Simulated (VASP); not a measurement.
# CdIn2O4 (Fd-3m) in VASP: further runs

CdIn2O4 is run at these levels: r2SCAN, LDA; tasks: relaxation of cell and atoms.

All numbers are computed with VASP 6.6.1; they aren't measurements. Logs are shortened: lines on timing, memory, paths and dates and some standing lists are left out, and cuts for length are marked.

## 1. The cell of the first run

Symmetry: Fd-3m, No. 227, cubic system. The conventional cell has a = 9.166 Å, b = 9.166 Å, c = 9.166 Å, α = 90.00°, β = 90.00°, γ = 90.00°. Within 2.8 Å of Cd (site symmetry -43m) lie 4 O at 2.14 Å. In (site symmetry -3m) has 6 O at 2.20 Å within 2.9 Å. Within 2.8 Å of O (site symmetry 3m) lie 1 Cd at 2.14 Å and 3 In at 2.20 Å.

## 2. Relaxation of cell and atoms, r2SCAN

Input file POSCAR:

```
CdIn2O4
1.0
    0.0000000000      4.5830000000      4.5830000000
    4.5830000000      0.0000000000      4.5830000000
    4.5830000000      4.5830000000      0.0000000000
Cd In O
2 4 8
Direct
    0.0000000000      0.0000000000      0.0000000000
    0.2500000000      0.2500000000      0.2500000000
    0.6250000000      0.6250000000      0.6250000000
    0.1250000000      0.6250000000      0.6250000000
    0.6250000000      0.6250000000      0.1250000000
    0.6250000000      0.1250000000      0.6250000000
    0.8650000000      0.8650000000      0.8650000000
    0.8450000000      0.3850000000      0.3850000000
    0.8650000000      0.8650000000      0.4050000000
    0.3850000000      0.8450000000      0.3850000000
    0.4050000000      0.8650000000      0.8650000000
    0.3850000000      0.3850000000      0.3850000000
    0.8650000000      0.4050000000      0.8650000000
    0.3850000000      0.3850000000      0.8450000000
```

Input file INCAR.step1:

```
SYSTEM = CdIn2O4
PREC = Accurate
ENCUT = 660
ISMEAR = -1
SIGMA = 0.02
LREAL = .False.
LASPH = .True.
NELM = 120
GGA = PE
ALGO = Normal
EDIFF = 1E-5
LWAVE = .True.
LCHARG = .False.
GGA_COMPAT = .False.
IBRION = 2
ISIF = 3
EDIFFG = -0.005
NELMIN = 4
NSW = 100
KPAR = 4
```

Input file INCAR.step2:

```
SYSTEM = CdIn2O4
PREC = Accurate
ENCUT = 660
EDIFF = 1E-7
ISMEAR = -1
SIGMA = 0.02
LREAL = .False.
LASPH = .True.
NELM = 120
ALGO = Normal
ISIF = 3
LWAVE = .False.
LCHARG = .False.
METAGGA = R2SCAN
LMIXTAU = .True.
IBRION = 2
NSW = 80
EDIFFG = -0.01
ISTART = 1
GGA_COMPAT = .False.
NELMIN = 4
KPAR = 4
```

Input file KPOINTS:

```
Automatic mesh
0
Gamma
  6 6 6
  0 0 0
```

Potentials or basis: VASP PAW PBE potentials, release 64 (Cd, In_d, O).

The run is started by

```console
$ cat potpaw_PBE.64/Cd/POTCAR potpaw_PBE.64/In_d/POTCAR potpaw_PBE.64/O/POTCAR > POTCAR
$ cp INCAR.step1 INCAR
$ mpirun -np 4 vasp_std > vasp.out
$ cp INCAR.step2 INCAR
$ mpirun -np 4 vasp_std > vasp.out
```

OUTCAR:

```text
SYSTEM = CdIn2O4
   PREC = Accurate
   ENCUT = 660
   EDIFF = 1E-7
   ISMEAR = -1
   LREAL = .False.
   LASPH = .True.
   NELM = 120
   ISIF = 3
   METAGGA = R2SCAN
   IBRION = 2
   NSW = 80
   EDIFFG = -0.01
   ISTART = 1
   NELMIN = 4

 ion  position               nearest neighbor table
   1  0.000  0.000  0.000-   7 2.14   9 2.14  11 2.14  13 2.14   4 3.80   6 3.80   3 3.80   3 3.80
                             5 3.80   6 3.80   3 3.80   4 3.80   5 3.80   5 3.80   6 3.80   4 3.80
   2  0.250  0.250  0.250-  12 2.14  10 2.14   8 2.14  14 2.14   4 3.80   6 3.80   3 3.80   3 3.80
                             4 3.80   5 3.80   3 3.80   5 3.80   6 3.80   5 3.80   6 3.80   4 3.80
   3  0.625  0.625  0.625-   8 2.20   9 2.20  10 2.20  11 2.20  13 2.20  14 2.20   4 3.24   5 3.24
                             6 3.24   5 3.24   6 3.24   4 3.24   1 3.80   2 3.80   1 3.80   2 3.80
   4  0.125  0.625  0.625-   9 2.20  10 2.20  13 2.20  14 2.20   7 2.20  12 2.20   3 3.24   5 3.24
                             6 3.24   3 3.24   5 3.24   6 3.24   1 3.80   2 3.80   2 3.80   1 3.80
   5  0.625  0.625  0.125-   8 2.20  10 2.20  11 2.20  13 2.20  12 2.20   7 2.20   3 3.24   3 3.24
                             4 3.24   6 3.24   6 3.24   4 3.24   1 3.80   2 3.80   1 3.80   2 3.80
   6  0.625  0.125  0.625-   8 2.20   9 2.20  11 2.20  14 2.20  12 2.20   7 2.20   3 3.24   5 3.24
                             3 3.24   4 3.24   5 3.24   4 3.24   1 3.80   2 3.80   1 3.80   2 3.80
   7  0.865  0.865  0.865-   1 2.14   4 2.20   5 2.20   6 2.20
   8  0.845  0.385  0.385-   2 2.14   5 2.20   6 2.20   3 2.20
   9  0.865  0.865  0.405-   1 2.14   4 2.20   6 2.20   3 2.20
  10  0.385  0.845  0.385-   2 2.14   4 2.20   5 2.20   3 2.20
  11  0.405  0.865  0.865-   1 2.14   5 2.20   6 2.20   3 2.20
  12  0.385  0.385  0.385-   2 2.14   4 2.20   5 2.20   6 2.20
  13  0.865  0.405  0.865-   1 2.14   4 2.20   5 2.20   3 2.20
  14  0.385  0.385  0.845-   2 2.14   4 2.20   6 2.20   3 2.20

  LATTYP: Found a face centered cubic cell.
 ALAT       =     9.1660000000

  Lattice vectors:

 A1 = (   0.0000000000,   4.5830000000,   4.5830000000)
 A2 = (   4.5830000000,   0.0000000000,   4.5830000000)
 A3 = (   4.5830000000,   4.5830000000,   0.0000000000)

Analysis of symmetry for initial positions (statically):
=====================================================================
 Subroutine PRICEL returns:
 Original cell was already a primitive cell.

 Routine SETGRP: Setting up the symmetry group for a
 face centered cubic supercell.

 Subroutine GETGRP returns: Found 48 space group operations
 (whereof 24 operations were pure point group operations)
 out of a pool of 48 trial point group operations.

The static configuration has the point symmetry T_d .
 The point group associated with its full space group is O_h .

Analysis of symmetry for dynamics (positions and initial velocities):
=====================================================================
 Subroutine PRICEL returns:
 Original cell was already a primitive cell.

 Routine SETGRP: Setting up the symmetry group for a
 face centered cubic supercell.

 Subroutine GETGRP returns: Found 48 space group operations
 (whereof 24 operations were pure point group operations)
 out of a pool of 48 trial point group operations.

The dynamic configuration has the point symmetry T_d .
 The point group associated with its full space group is O_h .

 Subroutine INISYM returns: Found 48 space group operations
 (whereof 24 operations are pure point group operations),
 and found     1 'primitive' translations

----------------------------------------------------------------------------------------

                                     Primitive cell

  volume of cell :     192.5216

  direct lattice vectors                    reciprocal lattice vectors
     0.000000000  4.583000000  4.583000000    -0.109098844  0.109098844  0.109098844
     4.583000000  0.000000000  4.583000000     0.109098844 -0.109098844  0.109098844
     4.583000000  4.583000000  0.000000000     0.109098844  0.109098844 -0.109098844

  length of vectors
     6.481340756  6.481340756  6.481340756     0.188964740  0.188964740  0.188964740

  position of ions in fractional coordinates (direct lattice)
     0.000000000  0.000000000  0.000000000
     0.250000000  0.250000000  0.250000000
     0.625000000  0.625000000  0.625000000
     0.125000000  0.625000000  0.625000000
     0.625000000  0.625000000  0.125000000
     0.625000000  0.125000000  0.625000000
     0.865000000  0.865000000  0.865000000
     0.845000000  0.385000000  0.385000000
     0.865000000  0.865000000  0.405000000
     0.385000000  0.845000000  0.385000000
     0.405000000  0.865000000  0.865000000
     0.385000000  0.385000000  0.385000000
     0.865000000  0.405000000  0.865000000
     0.385000000  0.385000000  0.845000000

  ion indices of the primitive-cell ions
   primitive index   ion index
                 1           1
                 2           2
                 3           3
                 4           4
                 5           5
                 6           6
                 7           7
                 8           8
                 9           9
                10          10
                11          11
                12          12
                13          13
                14          14

----------------------------------------------------------------------------------------

 KPOINTS: Automatic mesh

Automatic generation of k-mesh.
 Grid dimensions read from file:
 generate k-points for:    6    6    6

 Generating k-lattice:

  Cartesian coordinates                     Fractional coordinates (reciprocal lattice)
    -0.018183141  0.018183141  0.018183141     0.166666667  0.000000000  0.000000000
     0.018183141 -0.018183141  0.018183141     0.000000000  0.166666667  0.000000000
     0.018183141  0.018183141 -0.018183141     0.000000000  0.000000000  0.166666667

  Length of vectors
     0.031494123  0.031494123  0.031494123

  Shift w.r.t. Gamma in fractional coordinates (k-lattice)
     0.000000000  0.000000000  0.000000000

 Subroutine IBZKPT returns following result:
 ===========================================

 Found     16 irreducible k-points:

 Following reciprocal coordinates:
            Coordinates               Weight
  0.000000  0.000000  0.000000      1.000000
  0.166667  0.000000  0.000000      8.000000
  0.333333  0.000000  0.000000      8.000000
  0.500000  0.000000  0.000000      4.000000
  0.166667  0.166667  0.000000      6.000000
  0.333333  0.166667  0.000000     24.000000
[... 8 lines left out ...]
 -0.333333  0.333333  0.166667     24.000000
 -0.333333  0.500000  0.166667     12.000000
   k-points           NKPTS =     16   k-points in BZ     NKDIM =     16   number of bands    NBANDS=     74
   number of dos      NEDOS =    301   number of ions     NIONS =     14
   total plane-waves  NPLWV = 157464
   dimension x,y,z NGX =    54 NGY =   54 NGZ =   54
   dimension x,y,z NGXF=   108 NGYF=  108 NGZF=  108
   ions per type =               2   4   8
   NGX,Y,Z   is equivalent  to a cutoff of  13.85, 13.85, 13.85 a.u.
   NGXF,Y,Z  is equivalent  to a cutoff of  27.70, 27.70, 27.70 a.u.
 SYSTEM =  CdIn2O4
   PREC   = accura    normal or accurate (medium, high low for compatibility)
   ISTART =      1    job   : 0-new  1-cont  2-samecut
   ICHARG =      0    charge: 1-file 2-atom 10-const
   ISPIN  =      1    spin polarized calculation?
   LNONCOLLINEAR =      F non collinear calculations
   LSORBIT =      F    spin-orbit coupling
   LASPH  =      T    aspherical Exc in radial PAW
   ENCUT  =  660.0 eV  48.51 Ry    6.96 a.u.  13.58 13.58 13.58*2*pi/ulx,y,z
   NELM   =    120;   NELMIN=  4; NELMDL=  0     # of ELM steps
   EDIFF  = 0.1E-06   stopping-criterion for ELM
   LREAL  =      F    real-space projection
   EDIFFG = -.1E-01   stopping-criterion for IOM
   NSW    =     80    number of steps for IOM
   IBRION =      2    ionic relax: 0-MD 1-quasi-New 2-CG
   NFREE  =      1    steps in history (QN), initial steepest desc. (CG)
   ISIF   =      3    stress and relaxation
   ISYM   =      2    0-nonsym 1-usesym 2-fastsym
   POTIM  = 0.5000    time-step for ionic-motion
   TEBEG  =    0.0;   TEEND  =   0.0 temperature during run
   PSTRESS=    0.0 pullay stress
   NELECT =     124.0000    total number of electrons
   NUPDOWN=      -1.0000    fix difference up-down
   EMIN   =  10.00;   EMAX   =-10.00  energy-range for DOS
   EFERMI =   0.00;   METHOD = LEGACY
   ISMEAR =    -1;   SIGMA  =   0.02  broadening in eV -4-tet -1-fermi 0-gaus
   EFERMI_NEDOS =   21; number of points for ismear=-14 and -15
   IALGO  =     38    algorithm
   IMIX   =      4    mixing-type and parameters
     AMIX     =   0.40;   BMIX     =  1.00
     AMIX_MAG =   1.60;   BMIX_MAG =  1.00
  volume/ion in A,a.u.               =      13.75        92.80
  Fermi-wavevector in a.u.,A,eV,Ry     =   1.413803  2.671700 27.195851  1.998839
  Thomas-Fermi vector in A             =   2.535411
   LORBIT       =      0    0 simple, 1 ext, 2 COOP (PROOUT), +10 PAW based schemes
   METAGGA = R2SCAN    functional components
   LHFCALC =     F    Hartree Fock is set to
   AEXX    =    0.0000 exact exchange contribution
   IVDW    =     0    specifies the selected vdW correction
   LEPSILON=     F    determine dielectric tensor
   LRPA    =     F    only Hartree local field effects (RPA)
 conjugate gradient relaxation of ions
 non-spin polarized calculation
  energy-cutoff  :      660.00
  volume of cell :      192.52
 maximum number of plane-waves:      7463
   NGX = 27   NGY = 27   NGZ = 27

--------------------------------------- Ionic step        1  -------------------------------------------

 number of electron     124.0000015 magnetization

 Free energy of the ion-electron system (eV)
  ---------------------------------------------------
  ext. energy  EPLUGINS =         0.00000000
  ---------------------------------------------------
  free energy    TOTEN  =      -201.82866566 eV

  energy without entropy =     -201.82866566  energy(sigma->0) =     -201.82866566

------------------------ aborting loop because EDIFF is reached ----------------------------------------

  FORCE on cell =-STRESS in cart. coord.  units (eV):
  Direction    XX          YY          ZZ          XY          YZ          ZX
  --------------------------------------------------------------------------------------
  -------------------------------------------------------------------------------------
  Total        1.9914092      1.9914092      1.9914092      0.0000000      0.0000000     -0.0000000
  in kB       16.5726335     16.5726335     16.5726335      0.0000000      0.0000000     -0.0000000
  external PRESSURE =      16.5726335 kB  Pullay stress =       0.0000000 kB
[... 177 lines left out ...]
  energy  without entropy=     -202.0648893255  energy(sigma->0) =     -202.06488933

--------------------------------------- Ionic step        5  -------------------------------------------

 number of electron     124.0000000 magnetization

 Free energy of the ion-electron system (eV)
  ---------------------------------------------------
  ext. energy  EPLUGINS =         0.00000000
  ---------------------------------------------------
  free energy    TOTEN  =      -202.06523861 eV

  energy without entropy =     -202.06523861  energy(sigma->0) =     -202.06523861

 E-fermi :   3.5347     XC(G=0): -11.3802

 val. band max:        3.0747266035   @ k =   0.5000   0.0000   0.0000
 cond. band min:       4.6152679064   @ k =   0.0000   0.0000   0.0000
 fundamental gap:      1.5405413029
 Fermi energy:         3.5347288171

 k-point     1 :       0.0000    0.0000    0.0000
  band No.  band energies     occupation
      1     -15.1999      2.00000
      2     -14.6185      2.00000
      3     -14.6185      2.00000
      4     -14.6185      2.00000
      5     -14.3714      2.00000
      6     -14.1379      2.00000
[... 1262 lines left out ...]
  FREE ENERGIE OF THE ION-ELECTRON SYSTEM (eV)
  ---------------------------------------------------
  free  energy   TOTEN  =      -202.0652386078 eV

  energy  without entropy=     -202.0652386078  energy(sigma->0) =     -202.06523861

 reached required accuracy - stopping structural energy minimisation
```

Wall time 55 min (4 MPI ranks of Intel Xeon 6975P-C (Granite Rapids), shared host); peak memory 0.67 GiB.

What came out:

- Free energy: -202.0652 eV
- Relaxed volume: 14.00 Å³/atom
- Relaxed cell: a = 6.520 Å, b = 6.520 Å, c = 6.520 Å, α = 60.00°, β = 60.00°, γ = 60.00°
- Space group after relaxing (to 0.1 Å): Fd-3m (No. 227)
- Energy gained by relaxing: 16.9 meV/atom
- Ionic steps: 5
- Pressure after relaxing: 0.0 GPa
- Band gap on the k mesh: 1.54 eV (least direct gap 1.61 eV)

The path:
```csv
step,energy change (eV),largest force (eV/Å),pressure (GPa),volume (Å³)
1,0.0000,1.0949,1.66,192.52
2,-0.2359,0.0191,-0.34,196.51
3,-0.2362,0.0167,-0.29,196.37
4,-0.2362,0.0201,0.29,195.68
5,-0.2366,0.0016,0.00,196.02
```

Final structure:
```xyz
14
Lattice="0.0000 4.6106 4.6106 4.6106 0.0000 4.6106 4.6106 4.6106 0.0000" Properties=species:S:1:pos:R:3 pbc="T T T"
Cd    0.0000    0.0000    0.0000
Cd    2.3053    2.3053    2.3053
In    5.7633    5.7633    5.7633
In    5.7633    3.4580    3.4580
In    3.4580    3.4580    5.7633
In    3.4580    5.7633    3.4580
O     7.9465    7.9465    7.9465
O     3.5801    5.6412    5.6412
O     5.8854    5.8854    7.9465
O     5.6412    3.5801    5.6412
O     7.9465    5.8854    5.8854
O     3.5801    3.5801    3.5801
O     5.8854    7.9465    5.8854
O     5.6412    5.6412    3.5801
```

Caveat: the PAW data sets were made with another functional, which shifts forces and pressure a little; spin-orbit coupling is left out, which moves the levels of the heavy elements. Zero-point motion and thermal expansion aren't in these numbers.

## 3. Relaxation of cell and atoms, LDA

Input file INCAR:

```
  PREC = Accurate
  ENCUT = 600
  EDIFF = 1E-7
  ISMEAR = -1
  SIGMA = 0.02
  LREAL = False
  LASPH = True
  NELM = 120
  ALGO = Normal
  ISIF = 3
  LWAVE = False
  LCHARG = False
  IBRION = 2
  NSW = 80
  EDIFFG = -0.01
  GGA_COMPAT = False
  NELMIN = 4
```

Input file KPOINTS:

```
Automatic mesh
0
Gamma
  6 6 6
```

POSCAR is that of step 2.

Potentials or basis: VASP PAW LDA potentials, release 64 (Cd, In_d, O).

The run is started by

```console
$ cat potpaw_LDA.64/Cd/POTCAR potpaw_LDA.64/In_d/POTCAR potpaw_LDA.64/O/POTCAR > POTCAR
$ mpirun -np 1 vasp_std > vasp.out
```

Run time: 23 min. Hardware: 1 thread of Oxide Virtual Turin-like, shared host; peak memory 0.43 GiB.

It converged, with:

```
Free energy                           : -82.7688 eV
Relaxed volume                        : 13.51 Å³/atom
Relaxed cell                          : a = 6.443 Å, b = 6.443 Å, c = 6.443 Å, α = 60.00°, β = 60.00°, γ = 60.00°
Space group after relaxing (to 0.1 Å) : Fd-3m (No. 227)
Energy gained by relaxing             : 15.5 meV/atom
Ionic steps                           : 5
Pressure after relaxing               : -0.1 GPa
Largest force after relaxing          : 0.006 eV/Å
Band gap on the k mesh                : 1.07 eV (least direct gap 1.12 eV)
```

Forces in eV/Å, atoms in the order of the input:
```
Cd   0.000  0.000  0.000
Cd   0.000  0.000  0.000
In   0.000  0.000  0.000
In   0.000  0.000  0.000
In   0.000  0.000  0.000
In   0.000  0.000  0.000
O   -0.004 -0.004 -0.004
O    0.004 -0.004 -0.004
O    0.004  0.004 -0.004
O   -0.004  0.004 -0.004
O   -0.004  0.004  0.004
O    0.004  0.004  0.004
O    0.004 -0.004  0.004
O   -0.004 -0.004  0.004
```

Step by step:
```csv
step,energy change (eV),largest force (eV/Å),pressure (GPa),volume (Å³)
1,0.0000,0.9882,-3.76,192.52
2,-0.1299,0.2238,5.12,183.68
3,-0.1931,0.2415,1.60,186.80
4,-0.2166,0.0232,-0.26,189.42
5,-0.2170,0.0062,-0.05,189.11
```

Final structure:
```cif
data_structure
_symmetry_space_group_name_H-M 'P 1'
_symmetry_Int_Tables_number 1
_cell_length_a 6.4428
_cell_length_b 6.4428
_cell_length_c 6.4428
_cell_angle_alpha 60.000
_cell_angle_beta 60.000
_cell_angle_gamma 60.000
_cell_volume 189.11
loop_
_atom_site_label
_atom_site_type_symbol
_atom_site_fract_x
_atom_site_fract_y
_atom_site_fract_z
_atom_site_occupancy
Cd1 Cd 0.00000 0.00000 0.00000 1
Cd2 Cd 0.25000 0.25000 0.25000 1
In1 In 0.62500 0.62500 0.62500 1
In2 In 0.12500 0.62500 0.62500 1
In3 In 0.62500 0.62500 0.12500 1
In4 In 0.62500 0.12500 0.62500 1
O1 O 0.86225 0.86225 0.86225 1
O2 O 0.83676 0.38775 0.38775 1
O3 O 0.86225 0.86225 0.41324 1
O4 O 0.38775 0.83676 0.38775 1
O5 O 0.41324 0.86225 0.86225 1
O6 O 0.38775 0.38775 0.38775 1
O7 O 0.86225 0.41324 0.86225 1
O8 O 0.38775 0.38775 0.83676 1
```

Levels at points of the mesh, in eV from the valence-band top:
```tsv
k point	band 58	band 59	band 60	band 61	band 62	band 63	band 64	band 65	band 66	band 67
(0.00, 0.00, 0.00)	-0.12	-0.12	-0.12	-0.05	-0.05	1.07	5.10	5.67	5.67	5.67
(0.50, 0.00, 0.00)	-0.37	-0.33	-0.33	0.00	0.00	3.78	3.94	6.01	6.64	6.68
(0.50, 0.50, 0.00)	-0.75	-0.23	-0.23	-0.09	-0.09	4.58	4.58	6.11	6.11	6.66
```

Caveat: spin-orbit coupling is left out, which moves the levels of the heavy elements. A hybrid or GW would open this gap; LDA tends to underestimate it.
